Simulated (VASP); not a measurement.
HfBi3O:

```xyz
5
Lattice="6.7799 0.0000 0.0000 -3.3899 5.8715 0.0000 0.0000 0.0000 3.7783" Properties=species:S:1:pos:R:3 pbc="T T T"
Hf    0.0000    0.0000    0.0000
Bi    3.3899    0.0000    0.0000
Bi   -1.6950    2.9358    0.0000
Bi    1.6950    2.9358    0.0000
O     0.0000    0.0000    1.8892
```

The cell was generated, and may not be a known phase.

* Program: VASP 6.6.1
* Task: relaxation of cell and atoms
* Functional: PBE
* Potentials or basis: VASP PAW PBE potentials, release 64 (Hf_pv, Bi_d, O)
* Cutoff: 600 eV
* k mesh: 3 × 3 × 4
* Occupations: gaussian, width 0.1 eV
* Spin: no spin polarisation

At the start: pressure -0.2 GPa; volume 30.08 Å³/atom.

**Question.** How do energy, volume and symmetry change on relaxing?

**Answer.** Over 7 steps the energy falls by 29.1 meV/atom and the volume is 29.16 Å³/atom (-3.1 %); space group P6/mmm (No. 191, to 0.1 Å) before and after.

Step by step:
```tsv
step	energy change (eV)	largest force (eV/Å)	pressure (GPa)	volume (Å³)
1	0.0000	0.0000	-0.16	150.41
2	-0.0102	0.0000	-2.43	149.37
3	-0.1231	0.0000	-1.69	149.98
4	-0.1396	0.0000	0.80	143.79
5	-0.1452	0.0000	-0.08	145.81
6	-0.1452	0.0000	0.07	145.76
7	-0.1455	0.0000	0.01	145.78
```

Final structure:
```
Hf Bi O
1.0
     6.60391    0.00000    0.00000
    -3.30195    5.71915    0.00000
     0.00000    0.00000    3.85992
Hf Bi O
1 3 1
Direct
  0.00000 0.00000 0.00000
  0.50000 0.00000 0.00000
  0.00000 0.50000 0.00000
  0.50000 0.50000 0.00000
  0.00000 0.00000 0.50000
```

Caveat: the k points lie up to 0.41 Å⁻¹ apart in the final cell, too coarse for converged energies and pressures of a metal; an odd number of electrons without spin polarisation forces a metal; a magnetic or distorted state may lie lower.
